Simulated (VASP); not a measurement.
Write the native input for VASP 6.6.1 that does the following.

* Task: single point
* Functional: PBE
* Potentials or basis: VASP PAW PBE potentials, release 64 (Zn)
* Cutoff: 520 eV
* k mesh: 18 × 18 × 18
* Occupations: gaussian, width 0.1 eV
* Spin: no spin polarisation
* Dipole correction: no
* Further INCAR settings: ALGO = Fast; EDIFF = 1e-06; NBANDS = 12

The structure of Zn lies in POSCAR:

```
Zn
1.0
   -1.5340299084      1.5340299084      1.5340299084
    1.5340299084     -1.5340299084      1.5340299084
    1.5340299084      1.5340299084     -1.5340299084
Zn
1
Direct
    0.0000000000      0.0000000000      0.0000000000
```

This cell differs from its parent crystal: volume scaled by 0.94.

The input as run:

INCAR

```
ALGO = Fast
EDIFF = 1E-6
ENCUT = 520
GGA = PE
ISIF = 2
ISMEAR = 0
LASPH = True
LCHARG = False
LREAL = False
LWAVE = False
NBANDS = 12
NELM = 80
PREC = Accurate
SIGMA = 0.1
```

KPOINTS

```
k-points
0
Gamma
  18 18 18
```

Potentials or basis: VASP PAW PBE potentials, release 64 (Zn).

Run with:

```bash
$ cat potpaw_PBE.64/Zn/POTCAR > POTCAR
$ mpirun -np 1 vasp_std > vasp.out
```

It gave:

| Quantity | Value |
| --- | --- |
| Pressure | 5.2 GPa |
| Band gap on the k mesh | zero (band 6 reaches 7.89 eV, above the bottom of band 7 at 2.72 eV) |

It took 16 s on 1 thread of Intel Xeon 6975P-C (shared host), peak memory 0.15 GiB.
